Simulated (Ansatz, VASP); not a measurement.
## HfC in VASP and in Ansatz

INCAR

```
PREC = Accurate ; ENCUT = 520
EDIFF = 1E-6 ; ISMEAR = 0
SIGMA = 0.05 ; LREAL = F
LASPH = T ; NELM = 60
ALGO = Normal ; ISIF = 2
LWAVE = F ; LCHARG = T
GGA = PE ; IVDW = 13
LELF = T ; LVHAR = T
NBANDS = 14
```

Contents of KPOINTS:

```
regular mesh
0
Gamma
  8 8 8
```

Contents of POSCAR:

```
HfC
1.0
    0.0000000000      2.3294347319      2.3294347319
    2.3294347319      0.0000000000      2.3294347319
    2.3294347319      2.3294347319      0.0000000000
Hf C
1 1
Direct
    0.5000000000      0.5000000000      0.5000000000
    0.0000000000      0.0000000000      0.0000000000
```

Input for Ansatz:

```yaml
crystal:
  lattice:
    - [0.0, 2.3294347319, 2.3294347319]
    - [2.3294347319, 0.0, 2.3294347319]
    - [2.3294347319, 2.3294347319, 0.0]
  atoms:
    - { symbol: Hf, position: [0.5, 0.5, 0.5] }
    - { symbol: C, position: [0.0, 0.0, 0.0] }
basis:
  ecutwfc: 420
  ecutrho_ratio: 4
kpoints:
  mp_grid: { grid: [8, 8, 8] }
hamiltonian:
  xc: pbe
  dispersion: d4
scf:
  occupations: { method: gaussian, width: 0.05 }
output:
  forces: true
  stress: true
  eigenvalues: true
```

Alike in both runs: task single point; functional PBE; dispersion D4; k mesh 8 × 8 × 8; occupations gaussian, width 0.05 eV; no spin polarisation.

```csv
,VASP,Ansatz
version,VASP 6.6.1,Ansatz 0.2.0
potentials or method,"VASP PAW PBE potentials, release 64 (Hf_pv, C), cutoff 520 eV","scalar-relativistic, plane waves, PAW"
valence electrons in the cell,14,30
```

|  | VASP | Ansatz | Ansatz less VASP |
| --- | --- | --- | --- |
| gap on the k mesh at the Fermi level (eV) | none | none | - |
| pressure (GPa) | -5.2 | -4.6 | +0.68 |

A gap of «none» marks a metal or a gap that the smearing closes. VASP's potentials hold 14 valence electrons a cell and Ansatz's 30, so a difference there can come from the potentials and not from the codes.

Spin-orbit coupling is off throughout.
